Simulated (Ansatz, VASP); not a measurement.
NaI in VASP and in Ansatz

Contents of INCAR:

```
  PREC = Accurate
  ENCUT = 600
  EDIFF = 1E-7
  ISMEAR = 0
  SIGMA = 0.1
  LREAL = False
  LASPH = True
  NELM = 100
  ALGO = Normal
  ISIF = 3
  LWAVE = False
  LCHARG = False
  GGA = PE
  IBRION = 2
  NSW = 80
  EDIFFG = -0.025
```

KPOINTS

```
Automatic mesh
0
Gamma
  4 4 4
```

POSCAR

```
NaI
1.0
   -3.2192387740     -0.1321445516     -3.2272882987
   -3.3100702736     -3.3328198753     -0.0413130520
   -6.4420416770      3.1960340571      3.3629969793
Na I
2 2
Direct
    0.2507704826      0.2473776320      0.2442821760
    0.7527080924      0.7408763430      0.7515946450
    1.0084818554      1.0072272562     -0.0013958977
    0.4880395697      0.5045187688      0.5055190767
```

Input for Ansatz:

```yaml
crystal:
  lattice:
    - [-3.219238774, -0.1321445516, -3.2272882987]
    - [-3.3100702736, -3.3328198753, -0.041313052]
    - [-6.442041677, 3.1960340571, 3.3629969793]
  atoms:
    - { symbol: Na, position: [0.2507704826, 0.247377632, 0.244282176] }
    - { symbol: Na, position: [0.7527080924, 0.740876343, 0.751594645] }
    - { symbol: I, position: [1.0084818554, 1.0072272562, -0.0013958977] }
    - { symbol: I, position: [0.4880395697, 0.5045187688, 0.5055190767] }
basis:
  ecutwfc: 420
kpoints:
  mp_grid: { grid: [4, 4, 4] }
hamiltonian:
  xc: pbe
scf:
  occupations: { method: gaussian, width: 0.1 }
  lower_state_search: "off"
output:
  forces: true
  stress: true
  eigenvalues: true
relax:
  adjacent_minimum: "off"
  f_tol: 0.025
  max_steps: 60
  cell: { stress_tol: 0.25 }
```

Change from the starting cell: cell x2, atoms moved at random (sigma 0.05 Å) and cell strained at random (1.5 %), then relaxed without symmetry.

Alike in both runs: task relaxation of cell and atoms; functional PBE; k mesh 4 × 4 × 4; occupations gaussian, width 0.1 eV; no spin polarisation.

|  | VASP | Ansatz |
| --- | --- | --- |
| version | VASP 6.6.1 | Ansatz 0.2.0 |
| potentials or method | VASP PAW PBE potentials, release 64 (Na_pv, I), cutoff 600 eV | scalar-relativistic, plane waves, PAW |
| valence electrons in the cell | 28 | 52 |

|  | VASP | Ansatz | Ansatz less VASP |
| --- | --- | --- | --- |
| gap on the k mesh at the Fermi level, each at its own relaxed structure (eV) | 3.56 | 3.55 | -0.004 |
| relaxed volume (Å³/atom) | 34.84 | 34.84 | -0.007 |
| relaxed cell length with the largest relative difference (Å) | 4.622 | 4.635 | +0.0129 |

VASP's potentials hold 28 valence electrons a cell and Ansatz's 52, so a difference there can come from the potentials and not from the codes.

Neither program's run includes spin-orbit coupling.
